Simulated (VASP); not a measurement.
Here is a VASP 6.6.1 calculation.

INCAR

```
SYSTEM = ZnO
ALGO = Normal
EDIFF = 1E-6
EDIFFG = -0.015
ENCUT = 600
GGA = PE
IBRION = 2
ISIF = 4
ISMEAR = 0
LASPH = .True.
LCHARG = .False.
LREAL = .False.
LWAVE = .False.
NELM = 60
NSW = 60
PREC = Accurate
SIGMA = 0.05
```

The input KPOINTS:

```
k-points
0
Gamma
  8 8 6
  0 0 0
```

Contents of POSCAR:

```
ZnO
1.0
    3.2493988647      0.0000000000      0.0000000000
   -1.6246994323      2.8140619638      0.0000000000
    0.0000000000      0.0000000000      5.2038002254
Zn O
2 2
Direct
    0.3333333333      0.6666666667      0.0000000000
    0.6666666667      0.3333333333      0.5000000000
    0.3333333333      0.6666666667      0.3821000000
    0.6666666667      0.3333333333      0.8821000000
```

Potentials or basis: VASP PAW PBE potentials, release 64 (Zn, O).

The run is started by

```console
$ cat potpaw_PBE.64/Zn/POTCAR potpaw_PBE.64/O/POTCAR > POTCAR
$ mpirun -np 1 vasp_std > vasp.out
```

Task: Predict the band gap on the k mesh.

Result: 0.78 eV, direct.

Forces in eV/Å, atoms in the order of the input:
```
Zn   0.000  0.000  0.004
Zn   0.000  0.000  0.004
O    0.000  0.000 -0.004
O    0.000  0.000 -0.004
```

Expect the measured gap to be larger: semilocal functionals such as PBE lack the derivative discontinuity.
